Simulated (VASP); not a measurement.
A run of VASP 6.6.1 is set up as follows.

INCAR

```
SYSTEM = Os
PREC = Accurate
ENCUT = 520
EDIFF = 1E-6
ISMEAR = -1
SIGMA = 0.1
LREAL = .FALSE.
LASPH = .TRUE.
NELM = 80
ALGO = Normal
ISIF = 2
LWAVE = .FALSE.
LCHARG = .FALSE.
GGA = PE
NBANDS = 10
```

KPOINTS

```
Automatic mesh
0
G
  14 14 14
  0 0 0
```

The input POSCAR:

```
Os
1.0
    2.5230509372      0.0000000000      0.0000000000
    0.0000000000      2.5230509372      0.0000000000
    0.0000000000      0.0000000000      2.5230509372
Os
1
Direct
    0.0000000000      0.0000000000      0.0000000000
```

Potentials or basis: VASP PAW PBE potentials, release 64 (Os).

Command:

```sh
$ cat potpaw_PBE.64/Os/POTCAR > POTCAR
$ mpirun -np 1 vasp_std > vasp.out
```

Estimate the band gap on the k mesh.

zero (band 4 reaches 12.92 eV, above the bottom of band 5 at 6.68 eV).

Estimate the pressure.

12.5 GPa.

Caveat: spin-orbit coupling is left out, which moves the levels of the heavy elements.
